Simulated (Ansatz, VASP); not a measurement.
## One calculation of HfSiO4, two programs

```
Hf Si O
1.0
     0.00000    3.45596    3.45596
     3.45596    0.00000    3.45596
     3.45596    3.45596    0.00000
Hf Si O
1 1 4
Direct
  0.50000 0.50000 0.50000
  0.00000 0.00000 0.00000
  0.39685 0.86772 0.86772
  0.86772 0.86772 0.86772
  0.86772 0.86772 0.39685
  0.86772 0.39685 0.86772
```

Change from the starting cell: species swapped into the TlClO4 type (F-43m, No. 216).

Alike in both runs: functional PBE; k mesh 10 × 10 × 10; occupations gaussian, width 0.01 eV; no spin polarisation.

Ansatz relaxed the structure, and its values are those at the end. VASP's run is a single point on that final structure, the one shown.

|  | VASP | Ansatz |
| --- | --- | --- |
| version | VASP 6.6.1 | Ansatz 0.2.0 |
| potentials or method | VASP PAW PBE potentials, release 64 (Hf_pv, Si, O), cutoff 520 eV | scalar-relativistic, plane waves, PAW |
| valence electrons in the cell | 38 | 54 |

```csv
,VASP,Ansatz,Ansatz less VASP
gap on the k mesh at the Fermi level (eV),0.13,0.14,+0.007
least direct gap on the mesh (eV),0.15,0.16,+0.007
pressure (GPa),0.1,0.0,-0.07
rms of the force components (eV/Å),0.050,0.004,-0.0461
```

VASP's potentials hold 38 valence electrons a cell and Ansatz's 54, so a difference there can come from the potentials and not from the codes.

Spin-orbit coupling is off throughout.
